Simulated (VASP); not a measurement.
# MgS in VASP: further runs, part 3 of 3

VASP 6.6.1.

## Step 6: Single point, LDA (strain -0.025 along x and y, -0.025 along z)

Input file INCAR:

```
ALGO = Normal ; EDIFF = 1E-7
ENCUT = 520 ; ISIF = 2
ISMEAR = 0 ; LASPH = True
LCHARG = False ; LREAL = False
LWAVE = False ; NBANDS = 11
NELM = 80 ; PREC = Accurate
SIGMA = 0.05
```

Input file KPOINTS:

```
k-points
0
Gamma
  8 8 8
```

Input file POSCAR:

```
MgS
1.0
    0.0000000000      2.5366087500      2.5366087500
    2.5366087500      0.0000000000      2.5366087500
    2.5366087500      2.5366087500      0.0000000000
Mg S
1 1
Direct
    0.0000000000      0.0000000000      0.0000000000
    0.5000000000      0.5000000000      0.5000000000
```

Potentials or basis: VASP PAW LDA potentials, release 64 (Mg, S).

The run is started by

```console
> cat potpaw_LDA.64/Mg/POTCAR potpaw_LDA.64/S/POTCAR > POTCAR
> mpirun -np 1 vasp_std > vasp.out
```

OUTCAR:

```text
EDIFF = 1E-7
   ENCUT = 520
   ISIF = 2
   ISMEAR = 0
   LASPH = True
   LREAL = False
   NELM = 80
   PREC = Accurate

 ion  position               nearest neighbor table
   1  0.000  0.000  0.000-   2 2.54   2 2.54   2 2.54   2 2.54   2 2.54   2 2.54
   2  0.500  0.500  0.500-   1 2.54   1 2.54   1 2.54   1 2.54   1 2.54   1 2.54

  LATTYP: Found a face centered cubic cell.
 ALAT       =     5.0732175000

  Lattice vectors:

 A1 = (   0.0000000000,   2.5366087500,   2.5366087500)
 A2 = (   2.5366087500,   0.0000000000,   2.5366087500)
 A3 = (   2.5366087500,   2.5366087500,   0.0000000000)

Analysis of symmetry for initial positions (statically):
=====================================================================
 Subroutine PRICEL returns:
 Original cell was already a primitive cell.

 Routine SETGRP: Setting up the symmetry group for a
 face centered cubic supercell.

 Subroutine GETGRP returns: Found 48 space group operations
 (whereof 48 operations were pure point group operations)
 out of a pool of 48 trial point group operations.

The static configuration has the point symmetry O_h .

Analysis of symmetry for dynamics (positions and initial velocities):
=====================================================================
 Subroutine PRICEL returns:
 Original cell was already a primitive cell.

 Routine SETGRP: Setting up the symmetry group for a
 face centered cubic supercell.

 Subroutine GETGRP returns: Found 48 space group operations
 (whereof 48 operations were pure point group operations)
 out of a pool of 48 trial point group operations.

The dynamic configuration has the point symmetry O_h .

 Subroutine INISYM returns: Found 48 space group operations
 (whereof 48 operations are pure point group operations),
 and found     1 'primitive' translations

----------------------------------------------------------------------------------------

                                     Primitive cell

  volume of cell :      32.6430

  direct lattice vectors                    reciprocal lattice vectors
     0.000000000  2.536608750  2.536608750    -0.197113567  0.197113567  0.197113567
     2.536608750  0.000000000  2.536608750     0.197113567 -0.197113567  0.197113567
     2.536608750  2.536608750  0.000000000     0.197113567  0.197113567 -0.197113567

  length of vectors
     3.587306497  3.587306497  3.587306497     0.341410714  0.341410714  0.341410714

  position of ions in fractional coordinates (direct lattice)
     0.000000000  0.000000000  0.000000000
     0.500000000  0.500000000  0.500000000

  ion indices of the primitive-cell ions
   primitive index   ion index
                 1           1
                 2           2

----------------------------------------------------------------------------------------

 KPOINTS: k-points

Automatic generation of k-mesh.
 Grid dimensions read from file:
 generate k-points for:    8    8    8

 Generating k-lattice:

  Cartesian coordinates                     Fractional coordinates (reciprocal lattice)
    -0.024639196  0.024639196  0.024639196     0.125000000  0.000000000  0.000000000
     0.024639196 -0.024639196  0.024639196     0.000000000  0.125000000  0.000000000
     0.024639196  0.024639196 -0.024639196     0.000000000  0.000000000  0.125000000

  Length of vectors
     0.042676339  0.042676339  0.042676339

  Shift w.r.t. Gamma in fractional coordinates (k-lattice)
     0.000000000  0.000000000  0.000000000

 Subroutine IBZKPT returns following result:
 ===========================================

 Found     29 irreducible k-points:

 Following reciprocal coordinates:
            Coordinates               Weight
  0.000000  0.000000  0.000000      1.000000
  0.125000  0.000000  0.000000      8.000000
  0.250000  0.000000  0.000000      8.000000
  0.375000  0.000000  0.000000      8.000000
  0.500000  0.000000  0.000000      4.000000
  0.125000  0.125000  0.000000      6.000000
[... 16 lines left out ...]
  0.500000  0.250000  0.125000     48.000000
 -0.375000  0.250000  0.125000     24.000000
 [... further k-points ...]
   k-points           NKPTS =     29   k-points in BZ     NKDIM =     29   number of bands    NBANDS=     11
   number of dos      NEDOS =    301   number of ions     NIONS =      2
   total plane-waves  NPLWV =  21952
   dimension x,y,z NGX =    28 NGY =   28 NGZ =   28
   dimension x,y,z NGXF=    56 NGYF=   56 NGZF=   56
   ions per type =               1   1
   NGX,Y,Z   is equivalent  to a cutoff of  12.98, 12.98, 12.98 a.u.
   NGXF,Y,Z  is equivalent  to a cutoff of  25.95, 25.95, 25.95 a.u.
 SYSTEM =  unknown system
   PREC   = accura    normal or accurate (medium, high low for compatibility)
   ISTART =      0    job   : 0-new  1-cont  2-samecut
   ICHARG =      2    charge: 1-file 2-atom 10-const
   ISPIN  =      1    spin polarized calculation?
   LNONCOLLINEAR =      F non collinear calculations
   LSORBIT =      F    spin-orbit coupling
   LASPH  =      T    aspherical Exc in radial PAW
   ENCUT  =  520.0 eV  38.22 Ry    6.18 a.u.   6.67  6.67  6.67*2*pi/ulx,y,z
   NELM   =     80;   NELMIN=  2; NELMDL= -5     # of ELM steps
   EDIFF  = 0.1E-06   stopping-criterion for ELM
   LREAL  =      F    real-space projection
   EDIFFG = 0.1E-05   stopping-criterion for IOM
   NSW    =      0    number of steps for IOM
   IBRION =     -1    ionic relax: 0-MD 1-quasi-New 2-CG
   NFREE  =      0    steps in history (QN), initial steepest desc. (CG)
   ISIF   =      2    stress and relaxation
   ISYM   =      2    0-nonsym 1-usesym 2-fastsym
   POTIM  = 0.5000    time-step for ionic-motion
   TEBEG  =    0.0;   TEEND  =   0.0 temperature during run
   PSTRESS=    0.0 pullay stress
   NELECT =       8.0000    total number of electrons
   NUPDOWN=      -1.0000    fix difference up-down
   EMIN   =  10.00;   EMAX   =-10.00  energy-range for DOS
   EFERMI =   0.00;   METHOD = LEGACY
   ISMEAR =     0;   SIGMA  =   0.05  broadening in eV -4-tet -1-fermi 0-gaus
   EFERMI_NEDOS =   21; number of points for ismear=-14 and -15
   IALGO  =     38    algorithm
   IMIX   =      4    mixing-type and parameters
     AMIX     =   0.40;   BMIX     =  1.00
     AMIX_MAG =   1.60;   BMIX_MAG =  1.00
  volume/ion in A,a.u.               =      16.32       110.14
  Fermi-wavevector in a.u.,A,eV,Ry     =   1.024491  1.936007 14.280418  1.049581
  Thomas-Fermi vector in A             =   2.158281
   LORBIT       =      0    0 simple, 1 ext, 2 COOP (PROOUT), +10 PAW based schemes
   GGA     = CA    functional components
   LHFCALC =     F    Hartree Fock is set to
   AEXX    =    0.0000 exact exchange contribution
   IVDW    =     0    specifies the selected vdW correction
   LEPSILON=     F    determine dielectric tensor
   LRPA    =     F    only Hartree local field effects (RPA)
 non-spin polarized calculation
 Gauss-broadening in eV      SIGMA  =   0.05
  energy-cutoff  :      520.00
  volume of cell :       32.64
 maximum number of plane-waves:       893
   NGX = 13   NGY = 13   NGZ = 13

 number of electron       8.0000000 magnetization

 Free energy of the ion-electron system (eV)
  ---------------------------------------------------
  ext. energy  EPLUGINS =         0.00000000
  ---------------------------------------------------
  free energy    TOTEN  =        -9.58611561 eV

  energy without entropy =       -9.58611561  energy(sigma->0) =       -9.58611561

 E-fermi :   4.5597     XC(G=0): -10.3039

 val. band max:        4.2935745373   @ k =   0.0000   0.0000   0.0000
 cond. band min:       7.0108487425   @ k =   0.5000   0.5000   0.0000
 fundamental gap:      2.7172742051
 Fermi energy:         4.5597094928

 k-point     1 :       0.0000    0.0000    0.0000
  band No.  band energies     occupation
      1      -8.8053      2.00000
      2       4.2936      2.00000
      3       4.2936      2.00000
      4       4.2936      2.00000
      5       8.4113      0.00000
      6      12.0700      0.00000
      7      12.0700      0.00000
      8      12.0700      0.00000
      9      14.6330      0.00000
     10      14.6330      0.00000
     11      16.8196      0.00000
[... 309 lines left out ...]
 k-point    24 :      -0.3750    0.2500    0.1250
  band No.  band energies     occupation
      1      -7.0324      2.00000
      2      -0.4713      2.00000
      3       1.8826      2.00000
      4       2.9782      2.00000
      5       9.8585      0.00000
      6      10.4020      0.00000
      7      12.7965      0.00000
      8      13.9473      0.00000
      9      16.7308      0.00000
     10      18.0012      0.00000
     11      20.1161      0.00000

 [... further k-points ...]
[... 5 lines left out ...]
  --------------------------------------------------------------------------------------
  -------------------------------------------------------------------------------------
  Total        0.4726411      0.4726411      0.4726411      0.0000000      0.0000000     -0.0000000
  in kB       23.1980591     23.1980591     23.1980591      0.0000000      0.0000000     -0.0000000
  external PRESSURE =      23.1980591 kB  Pullay stress =       0.0000000 kB

 VOLUME and BASIS-vectors are now :
 -----------------------------------------------------------------------------
  energy-cutoff  :      520.00
  volume of cell :       32.64
      direct lattice vectors                 reciprocal lattice vectors
     0.000000000  2.536608750  2.536608750    -0.197113567  0.197113567  0.197113567
     2.536608750  0.000000000  2.536608750     0.197113567 -0.197113567  0.197113567
     2.536608750  2.536608750  0.000000000     0.197113567  0.197113567 -0.197113567

 POSITION                                       TOTAL-FORCE (eV/Angst)
 -----------------------------------------------------------------------------------
      0.00000      0.00000      0.00000         0.000000     -0.000000     -0.000000
      2.53661      2.53661      2.53661        -0.000000      0.000000      0.000000
 -----------------------------------------------------------------------------------
    total drift:                                0.000000      0.000000      0.000000

  FREE ENERGIE OF THE ION-ELECTRON SYSTEM (eV)
  ---------------------------------------------------
  free  energy   TOTEN  =        -9.5861156147 eV

  energy  without entropy=       -9.5861156147  energy(sigma->0) =       -9.58611561
```

stdout:

```text
POSCAR found type information on POSCAR MgS
 POSCAR found :  2 types and       2 ions
 scaLAPACK will be used
 LDA part: xc-table for (Slater(with rela. corr.)+CA(PZ))
 , standard interpolation
 POSCAR, INCAR and KPOINTS ok, starting setup
 FFT: planning ... GRIDC
 FFT: planning ... GRID_SOFT
 FFT: planning ... GRID
 WAVECAR not read
 entering main loop
```

It used 9.1 s of CPU time on 1 thread of Intel Xeon 6975P-C (shared host).

Results:

```yaml
Free_energy: -9.5861 eV
Pressure: 2.3 GPa
Band_gap_on_the_k_mesh: 2.72 eV, indirect (least direct gap 4.12 eV)
```

Caveat: the cell differs from its parent crystal (strain -0.025 along x and y, -0.025 along z). A k mesh can miss the band edges.

## Step 7: The runs side by side

```tsv
cell	gap on the mesh (eV)	pressure (GPa)
a = 3.726, b = 3.726, c = 3.771 Å, angles 59.6, 59.6, 60.8°, 2 atoms	2.34	-6.8
a = 3.818, b = 3.818, c = 3.771 Å, angles 60.4, 60.4, 59.2°, 2 atoms	2.25	-9.2
a = 3.818, b = 3.818, c = 3.863 Å, angles 59.6, 59.6, 60.8°, 2 atoms	2.20	-10.2
a = 3.495 Å, angles 60.0°, 2 atoms	2.87	10.9
a = 3.587 Å, angles 60.0°, 2 atoms	2.72	2.3
```

Alike in all rows: task single point; level LDA; potentials or basis VASP PAW LDA potentials, release 64 (Mg, S); no spin polarisation; k mesh 8 × 8 × 8; cutoff (eV) 520; smearing gaussian 0.05 eV.

Total energies depend on the potentials used, so only differences within one code and one set of settings carry meaning.
